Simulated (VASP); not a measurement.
Wanted: the native input for a VASP 6.6.1 run.

| Quantity | Value |
| --- | --- |
| Task | relaxation of cell and atoms |
| Functional | PBE |
| Potentials or basis | VASP PAW PBE potentials, release 64 (B, Ru_pv) |
| Cutoff | 500 eV |
| k mesh | 4 × 4 × 4 |
| Occupations | gaussian, width 0.1 eV |
| Spin | no spin polarisation |
| Dipole correction | no |
| Further INCAR settings | ALGO = Normal; EDIFF = 1e-07; IBRION = 2; EDIFFG = -0.04; NSW = 90; ISIF = 3 |

The structure of BRu3 lies in POSCAR:

```
BRu3
1.0
    4.4797115600      0.0000000000      0.0000000000
    0.0000000000      4.4797115600      0.0000000000
    0.0000000000      0.0000000000      4.4797115600
B Ru
2 6
Direct
    0.0000000000      0.0000000000      0.0000000000
    0.5000000000      0.5000000000      0.5000000000
    0.2500000000      0.0000000000      0.5000000000
    0.5000000000      0.7500000000      0.0000000000
    0.7500000000      0.0000000000      0.5000000000
    0.5000000000      0.2500000000      0.0000000000
    0.0000000000      0.5000000000      0.7500000000
    0.0000000000      0.5000000000      0.2500000000
```

These files were run (other wordings do the same):

INCAR

```
SYSTEM = BRu3
ALGO     = Normal         ! electronic algorithm
EDIFF    = 1E-7           ! SCF threshold, eV
EDIFFG   = -0.04          ! ionic threshold
ENCUT    = 500            ! plane-wave cutoff, eV
GGA      = PE             ! functional
GGA_COMPAT= .False.      
IBRION   = 2              ! ionic algorithm
ISIF     = 3              ! what is computed and relaxed
ISMEAR   = 0              ! smearing method
LASPH    = .True.         ! aspherical terms in the spheres
LCHARG   = .False.        ! write CHGCAR
LREAL    = .False.        ! projectors in reciprocal space
LWAVE    = .False.        ! write WAVECAR
NELM     = 120            ! most SCF steps
NELMIN   = 4            
NSW      = 90             ! ionic steps
PREC     = Accurate       ! precision mode
SIGMA    = 0.1            ! smearing width, eV
```

KPOINTS

```
k-points
0
Gamma
  4 4 4
  0 0 0
```

Potentials or basis: VASP PAW PBE potentials, release 64 (B, Ru_pv).

The run is started by

```console
$ cat potpaw_PBE.64/B/POTCAR potpaw_PBE.64/Ru_pv/POTCAR > POTCAR
$ mpirun -np 1 vasp_std > vasp.out
```

Results of the run:

```json
{
  "Relaxed volume": "12.49 Å³/atom",
  "Relaxed cell": "a = 4.641 Å, b = 4.641 Å, c = 4.641 Å, α = 90.00°, β = 90.00°, γ = 90.00°",
  "Space group after relaxing (to 0.05 Å)": "Pm-3n (No. 223)",
  "Energy gained by relaxing": "131.0 meV/atom",
  "Ionic steps": "4",
  "Pressure after relaxing": "-0.4 GPa",
  "Band gap on the k mesh": "zero (band 45 reaches 12.62 eV, above the bottom of band 46 at 11.30 eV)"
}
```

Run time: 3.2 min on 1 thread of Intel Xeon 6975P-C, with other jobs on the host, peak memory 0.22 GiB.
